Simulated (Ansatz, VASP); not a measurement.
**Two plane-wave programs on Ca**

The input INCAR:

```
SYSTEM = Ca
PREC = Accurate ; ENCUT = 520
EDIFF = 1E-6 ; ISMEAR = 0
SIGMA = 0.05 ; LREAL = .FALSE.
LASPH = .TRUE. ; NELM = 80
ALGO = Fast ; ISIF = 2
LWAVE = .FALSE. ; LCHARG = .TRUE.
GGA = PE ; IVDW = 13
LELF = .TRUE. ; LVHAR = .TRUE.
NBANDS = 11
```

The input KPOINTS:

```
regular mesh
0
G
  6 6 6
  0 0 0
```

POSCAR

```
Ca
1.0
   -2.2052049036      2.2052049036      2.1961148100
    2.2052049036     -2.2052049036      2.1961148100
    2.2052049036      2.2052049036     -2.1961148100
Ca
1
Direct
    0.5000000000      0.5000000000      0.0000000000
```

Contents of input.yaml:

```yaml
crystal:
  lattice:
    - [-2.2052049036, 2.2052049036, 2.19611481]
    - [2.2052049036, -2.2052049036, 2.19611481]
    - [2.2052049036, 2.2052049036, -2.19611481]
  atoms:
    - { symbol: Ca, position: [0.5, 0.5, 0.0] }
hamiltonian:
  xc: pbe
  pseudopotentials: { kind: paw, source: jth }
  dispersion: d4
kpoints:
  mp_grid: { grid: [6, 6, 6] }
  band_path:
    path:
      - [[0.0, 0.0, 0.0], [0.0, 0.0, 0.5], [-0.5, 0.5, 0.5], [0.0, 0.0, 0.0], [0.4979431938, 0.4979431938, -0.4979431938], [0.25, 0.25, 0.25], [0.0, 0.5, 0.0], [-0.4979431938, 0.5020568062, 0.4979431938], [-0.5, 0.5, 0.5]]
      - [[0.0, 0.0, 0.5], [0.25, 0.25, 0.25]]
    npoints: 4
scf:
  occupations: { method: gaussian, width: 0.05 }
  n_extra_bands: 6
  eigensolver: { kind: davidson }
output:
  forces: true
  stress: true
  eigenvalues: true
  fatbands: false
```

Alike in both runs: functional PBE; dispersion D4; k mesh 6 × 6 × 6; occupations gaussian, width 0.05 eV; no spin polarisation.

|  | VASP | Ansatz |
| --- | --- | --- |
| version | VASP 6.6.1 | Ansatz 0.2.0 |
| potentials or method | VASP PAW PBE potentials, release 64 (Ca_sv) | JTH PAW |
| plane-wave cutoff (eV) | 520 | 870 |
| valence electrons in the cell | 10 | 10 |
| task | single point | band structure |

|  | VASP | Ansatz | Ansatz less VASP |
| --- | --- | --- | --- |
| gap on the k mesh at the Fermi level (eV) | none | none | - |
| pressure (GPa) | -0.7 | -0.7 | 0.00 |

A gap of «none» marks a metal or a gap that the smearing closes.
